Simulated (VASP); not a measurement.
# MgS (Niningerite) (Fm-3m) in VASP: a series of runs

Aim: see how the results for MgS (Niningerite) move with the level of theory and the settings. Levels: HSE06, PBE-based screened hybrid. Tasks: single point.

Program: VASP 6.6.1. These are calculated values, not measurements. Logs are shortened: lines on timing, memory, paths and dates and some standing lists are left out, and cuts for length are marked.

### 1 The cell of the first run

It takes space group Fm-3m (No. 225, cubic). The conventional cell has a = 5.203 Å, b = 5.203 Å, c = 5.203 Å, α = 90.00°, β = 90.00°, γ = 90.00°. Mg (site symmetry m-3m) has 6 S at 2.60 Å within 3.4 Å. Within 3.4 Å of S (site symmetry m-3m) lie 6 Mg at 2.60 Å.

### 2 Single point, HSE06

POSCAR reads:

```
MgS
1.0
    0.0000000000      2.6015177399      2.6015177399
    2.6015177399      0.0000000000      2.6015177399
    2.6015177399      2.6015177399      0.0000000000
Mg S
1 1
Direct
    0.0000000000      0.0000000000      0.0000000000
    0.5000000000      0.5000000000      0.5000000000
```

INCAR.step1 reads:

```
  ALGO = Normal
  EDIFF = 1E-5
  ENCUT = 520
  GGA = PE
  ISIF = 2
  ISMEAR = 0
  LASPH = True
  LCHARG = False
  LREAL = False
  LWAVE = True
  NBANDS = 11
  NELM = 80
  PREC = Accurate
  SIGMA = 0.01
```

INCAR.step2 reads:

```
  ALGO = Normal
  EDIFF = 1E-6
  ENCUT = 520
  GGA = PE
  HFSCREEN = 0.2079
  ISIF = 2
  ISMEAR = 0
  ISTART = 1
  LASPH = True
  LCHARG = False
  LHFCALC = True
  LREAL = False
  LWAVE = False
  NBANDS = 11
  NELM = 80
  PREC = Accurate
  PRECFOCK = Normal
  SIGMA = 0.01
```

KPOINTS reads:

```
k-points
0
Gamma
  4 4 4
```

Potentials or basis: VASP PAW PBE potentials, release 64 (Mg, S).

On the command line:

```bash
> cat potpaw_PBE.64/Mg/POTCAR potpaw_PBE.64/S/POTCAR > POTCAR
> cp INCAR.step1 INCAR
> mpirun -np 1 vasp_std > vasp.out
> cp INCAR.step2 INCAR
> mpirun -np 1 vasp_std > vasp.out
```

OUTCAR:

```text
EDIFF = 1E-6
   ENCUT = 520
   GGA = PE
   HFSCREEN = 0.2079
   ISIF = 2
   ISMEAR = 0
   ISTART = 1
   LASPH = True
   LHFCALC = True
   LREAL = False
   NELM = 80
   PREC = Accurate
   PRECFOCK = Normal

 ion  position               nearest neighbor table
   1  0.000  0.000  0.000-   2 2.60   2 2.60   2 2.60   2 2.60   2 2.60   2 2.60
   2  0.500  0.500  0.500-   1 2.60   1 2.60   1 2.60   1 2.60   1 2.60   1 2.60

  LATTYP: Found a face centered cubic cell.
 ALAT       =     5.2030354798

  Lattice vectors:

 A1 = (   0.0000000000,   2.6015177399,   2.6015177399)
 A2 = (   2.6015177399,   0.0000000000,   2.6015177399)
 A3 = (   2.6015177399,   2.6015177399,   0.0000000000)

Analysis of symmetry for initial positions (statically):
=====================================================================
 Subroutine PRICEL returns:
 Original cell was already a primitive cell.

 Routine SETGRP: Setting up the symmetry group for a
 face centered cubic supercell.

 Subroutine GETGRP returns: Found 48 space group operations
 (whereof 48 operations were pure point group operations)
 out of a pool of 48 trial point group operations.

The static configuration has the point symmetry O_h .

Analysis of symmetry for dynamics (positions and initial velocities):
=====================================================================
 Subroutine PRICEL returns:
 Original cell was already a primitive cell.

 Routine SETGRP: Setting up the symmetry group for a
 face centered cubic supercell.

 Subroutine GETGRP returns: Found 48 space group operations
 (whereof 48 operations were pure point group operations)
 out of a pool of 48 trial point group operations.

The dynamic configuration has the point symmetry O_h .

 Subroutine INISYM returns: Found 48 space group operations
 (whereof 48 operations are pure point group operations),
 and found     1 'primitive' translations

----------------------------------------------------------------------------------------

                                     Primitive cell

  volume of cell :      35.2136

  direct lattice vectors                    reciprocal lattice vectors
     0.000000000  2.601517740  2.601517740    -0.192195499  0.192195499  0.192195499
     2.601517740  0.000000000  2.601517740     0.192195499 -0.192195499  0.192195499
     2.601517740  2.601517740  0.000000000     0.192195499  0.192195499 -0.192195499

[... 80 lines left out ...]
   EFERMI =   0.00;   METHOD = LEGACY
   ISMEAR =     0;   SIGMA  =   0.01  broadening in eV -4-tet -1-fermi 0-gaus
   EFERMI_NEDOS =   21; number of points for ismear=-14 and -15
   IALGO  =     38    algorithm
   IMIX   =      1    mixing-type and parameters
     AMIX     =   0.40;   BMIX     =  1.00
     AMIX_MAG =   1.60;   BMIX_MAG =  1.00
  volume/ion in A,a.u.               =      17.61       118.82
  Fermi-wavevector in a.u.,A,eV,Ry     =   0.998929  1.887702 13.576703  0.997860
  Thomas-Fermi vector in A             =   2.131185
   LORBIT       =      0    0 simple, 1 ext, 2 COOP (PROOUT), +10 PAW based schemes
   GGA     = PE    functional components
   LHFCALC =     T    Hartree Fock is set to
   PRECFOCK=normal    Normal, Fast or Accurate (Low or Medium for compatibility)
   ENCUT4O =  -1.0   cutoff for four orbital integrals eV
   NKREDX  =     1    reduce k-point grid by
   NKREDY  =     1    reduce k-point grid by
   NKREDZ  =     1    reduce k-point grid by
   AEXX    =    0.2500 exact exchange contribution
   HFSCREEN=    0.2079 screening length (either q_TF or 0.3 A-1)
   HFSCREENC=   0.2079 screening length for correlation (either q_TF or 0.3 A-1)
   ENCUTFOCK=  -1.0 apply spherical cutoff to Coloumb kernel
   IVDW    =     0    specifies the selected vdW correction
   LEPSILON=     F    determine dielectric tensor
   LRPA    =     F    only Hartree local field effects (RPA)
 non-spin polarized calculation
 Gauss-broadening in eV      SIGMA  =   0.01
  energy-cutoff  :      520.00
  volume of cell :       35.21
 maximum number of plane-waves:       960
  NGX = 24; NGY = 24; NGZ = 24

 number of electron       8.0000000 magnetization

 Free energy of the ion-electron system (eV)
  ---------------------------------------------------
  ext. energy  EPLUGINS =         0.00000000
  ---------------------------------------------------
  free energy    TOTEN  =        -9.84721059 eV

  energy without entropy =       -9.84721059  energy(sigma->0) =       -9.84721059

 E-fermi :   3.1430     XC(G=0):  -8.0450

 val. band max:        3.0774697972   @ k =   0.0000   0.0000   0.0000
 cond. band min:       6.8254257155   @ k =   0.5000   0.5000   0.0000
 fundamental gap:      3.7479559183
 Fermi energy:         3.1429910012

 k-point     1 :       0.0000    0.0000    0.0000
  band No.  band energies     occupation
      1     -10.8756      2.00000
      2       3.0775      2.00000
      3       3.0775      2.00000
      4       3.0775      2.00000
      5       7.8867      0.00000
      6      12.1796      0.00000
      7      12.1796      0.00000
      8      12.1796      0.00000
      9      14.7629      0.00000
     10      14.7629      0.00000
     11      16.8082      0.00000
[... 85 lines left out ...]
 k-point     8 :      -0.2500    0.5000    0.2500
  band No.  band energies     occupation
      1      -8.9796      2.00000
      2      -0.4409      2.00000
      3      -0.4409      2.00000
      4       0.5635      2.00000
      5       9.4294      0.00000
      6      12.2132      0.00000
      7      12.2132      0.00000
      8      12.3880      0.00000
      9      18.9657      0.00000
     10      18.9657      0.00000
     11      20.3854      0.00000

------------------------ aborting loop because EDIFF is reached ----------------------------------------

  FORCE on cell =-STRESS in cart. coord.  units (eV):
  Direction    XX          YY          ZZ          XY          YZ          ZX
  --------------------------------------------------------------------------------------
  -------------------------------------------------------------------------------------
  Total       -0.0848383     -0.0848383     -0.0848383      0.0000000      0.0000000     -0.0000000
  in kB       -3.8600412     -3.8600412     -3.8600412      0.0000000      0.0000000     -0.0000000
  external PRESSURE =      -3.8600412 kB  Pullay stress =       0.0000000 kB

 VOLUME and BASIS-vectors are now :
 -----------------------------------------------------------------------------
  energy-cutoff  :      520.00
  volume of cell :       35.21
      direct lattice vectors                 reciprocal lattice vectors
     0.000000000  2.601517740  2.601517740    -0.192195499  0.192195499  0.192195499
     2.601517740  0.000000000  2.601517740     0.192195499 -0.192195499  0.192195499
     2.601517740  2.601517740  0.000000000     0.192195499  0.192195499 -0.192195499

 POSITION                                       TOTAL-FORCE (eV/Angst)
 -----------------------------------------------------------------------------------
      0.00000      0.00000      0.00000        -0.000000      0.000000     -0.000000
      2.60152      2.60152      2.60152         0.000000     -0.000000      0.000000
 -----------------------------------------------------------------------------------
    total drift:                               -0.000000     -0.000000     -0.000000

  FREE ENERGIE OF THE ION-ELECTRON SYSTEM (eV)
  ---------------------------------------------------
  free  energy   TOTEN  =        -9.8472105885 eV

  energy  without entropy=       -9.8472105885  energy(sigma->0) =       -9.84721059
```

OUTCAR.step1:

```text
EDIFF = 1E-5
   ENCUT = 520
   GGA = PE
   ISIF = 2
   ISMEAR = 0
[... 314 lines left out ...]
 -----------------------------------------------------------------------------------
      0.00000      0.00000      0.00000         0.000000     -0.000000      0.000000
      2.60152      2.60152      2.60152        -0.000000      0.000000     -0.000000
 -----------------------------------------------------------------------------------
    total drift:                                0.000000      0.000000      0.000000

  FREE ENERGIE OF THE ION-ELECTRON SYSTEM (eV)
  ---------------------------------------------------
  free  energy   TOTEN  =        -8.4539605243 eV

  energy  without entropy=       -8.4539605243  energy(sigma->0) =       -8.45396052
```

Wall time 6.3 min (1 thread of AMD EPYC 7R13, shared host); peak memory 0.24 GiB.

Results:

```yaml
Free_energy: -9.8472 eV
Pressure: -0.4 GPa
Band_gap_on_the_k_mesh: 3.75 eV, indirect (least direct gap 4.81 eV)
```

Levels at points of the mesh, in eV from the valence-band top:
```csv
k point,band 1,band 2,band 3,band 4,band 5,band 6,band 7,band 8,band 9
"(0.00, 0.00, 0.00)",-13.95,0.00,0.00,0.00,4.81,9.10,9.10,9.10,11.69
"(0.50, 0.00, 0.00)",-12.52,-5.27,-0.64,-0.64,5.56,8.05,8.05,11.59,13.52
"(0.50, 0.50, 0.00)",-12.10,-4.59,-1.84,-1.84,3.75,5.34,13.53,14.33,14.91
```

Caveat: the k points lie up to 0.52 Å⁻¹ apart; the PAW data sets were made with another functional, which shifts forces and pressure a little.

### 3 Single point, PBE-based screened hybrid

POSCAR is that of step 2.

INCAR.step1 reads:

```
SYSTEM = MgS
ALGO = Normal
EDIFF = 1E-5
ENCUT = 520
GGA = PE
ISIF = 2
ISMEAR = 0
LASPH = .True.
LCHARG = .False.
LREAL = .False.
LWAVE = .True.
NBANDS = 11
NELM = 100
PREC = Accurate
SIGMA = 0.01
```

INCAR.step2 reads:

```
SYSTEM = MgS
AEXX = 0.2
ALGO = Normal
EDIFF = 1E-6
ENCUT = 520
GGA = PE
HFSCREEN = 0.5
ISIF = 2
ISMEAR = 0
ISTART = 1
LASPH = .True.
LCHARG = .False.
LHFCALC = .True.
LREAL = .False.
LWAVE = .False.
NBANDS = 11
NELM = 100
PREC = Accurate
PRECFOCK = Normal
SIGMA = 0.01
```

KPOINTS reads:

```
k-points
0
Gamma
  4 4 4
  0 0 0
```

Potentials or basis: VASP PAW PBE potentials, release 64 (Mg, S).

On the command line:

```bash
> cat potpaw_PBE.64/Mg/POTCAR potpaw_PBE.64/S/POTCAR > POTCAR
> cp INCAR.step1 INCAR
> mpirun -np 1 vasp_std > vasp.out
> cp INCAR.step2 INCAR
> mpirun -np 1 vasp_std > vasp.out
```

Run time: 4.1 min. Hardware: 1 thread of AMD EPYC 7R13, shared host; peak memory 0.24 GiB.

It converged, with:

```yaml
Free_energy: -9.0803 eV
Pressure: 0.4 GPa
Band_gap_on_the_k_mesh: 3.12 eV, indirect (least direct gap 4.15 eV)
```

Levels at points of the mesh, in eV from the valence-band top:
```csv
k point,band 1,band 2,band 3,band 4,band 5,band 6,band 7,band 8,band 9
"(0.00, 0.00, 0.00)",-13.44,0.00,0.00,0.00,4.15,8.39,8.39,8.39,10.88
"(0.50, 0.00, 0.00)",-12.07,-5.01,-0.62,-0.62,4.93,7.34,7.34,10.72,12.73
"(0.50, 0.50, 0.00)",-11.67,-4.36,-1.76,-1.76,3.12,4.73,12.67,13.44,14.04
```

Caveat: the k points lie up to 0.52 Å⁻¹ apart; the PAW data sets were made with another functional, which shifts forces and pressure a little. A k mesh can miss the band edges.

(Part 1 of 2 ends here.)
